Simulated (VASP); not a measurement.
Runs of VASP 6.6.1 on SrO. The structure is cubic, space group Pm-3m (No. 221). Conventional cell: a = 3.103 Å, b = 3.103 Å, c = 3.103 Å, α = 90.00°, β = 90.00°, γ = 90.00°. Within 3.5 Å of Sr (site symmetry m-3m) lie 8 O at 2.69 Å and 6 Sr at 3.10 Å. O (site symmetry m-3m) has 8 Sr at 2.69 Å and 6 O at 3.10 Å within 3.5 Å. 

```csv
level,k mesh,grid for exact exchange (PRECFOCK),share of exact exchange,screening parameter,gap on the mesh (eV),pressure (GPa)
HSE06,4 × 4 × 4,Normal,0.25,0.2079 1/Å,4.26,0.5
PBE-based screened hybrid with 5 % exact exchange,4 × 4 × 4,Normal,0.05,0.3 1/Å,2.98,3.0
PBE-based screened hybrid with 15 % exact exchange,4 × 4 × 4,Normal,0.15,0.3 1/Å,(b),1.8
PBE-based global hybrid with 100 % exact exchange,4 × 4 × 4,Normal,1,-,12.48,(a)
PBE,6 × 6 × 6,-,-,-,2.75,(c)
```

Alike in all rows: task single point; potentials or basis VASP PAW PBE potentials, release 64 (Sr_sv, O); no spin polarisation; cell as given; cutoff (eV) 520; smearing gaussian 0.01 eV.

Estimate the missing entries.

(a) -9.3; (b) 3.49; (c) 3.6.

Caveats: some runs use coarse meshes; the PAW data sets were made with another functional, which shifts forces and pressure a little (at least some runs); the cell stands under pressure (at least some runs).

A k mesh can miss the band edges, and the runs leave out spin-orbit coupling on Sr.
